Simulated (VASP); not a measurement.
Ag:

```xyz
1
Lattice="0.0000 2.0427 2.0427 2.0427 0.0000 2.0427 2.0427 2.0427 0.0000" Properties=species:S:1:pos:R:3 pbc="T T T"
Ag    0.0000    0.0000    0.0000
```

```yaml
Program: VASP 6.6.1
Task: relaxation of cell and atoms
Functional: PBEsol
Potentials_or_basis: VASP PAW PBE potentials, release 64 (Ag)
Cutoff: 600 eV
k_mesh: 24 × 24 × 24
Occupations: fermi-dirac, width 0.1 eV
Spin: no spin polarisation
```

At the start: pressure -2.8 GPa; volume 17.05 Å³/atom.

Q: How do energy, volume and symmetry change on relaxing?

A: Over 3 steps the energy falls by 3.8 meV/atom and the volume is 16.62 Å³/atom (-2.5 %); space group Fm-3m (No. 225, to 0.05 Å).

The path:
```tsv
step	energy change (eV)	largest force (eV/Å)	pressure (GPa)	volume (Å³)
1	0.0000	0.0000	-2.80	17.05
2	-0.0017	0.0000	2.29	16.32
3	-0.0038	0.0000	0.00	16.62
```

Final structure:
```
Ag
1.0
     0.00000    2.02565    2.02565
     2.02565    0.00000    2.02565
     2.02565    2.02565    0.00000
Ag
1
Cartesian
  0.0000 0.0000 0.0000
```

Caveat: the PAW data sets were made with another functional, which shifts forces and pressure a little.
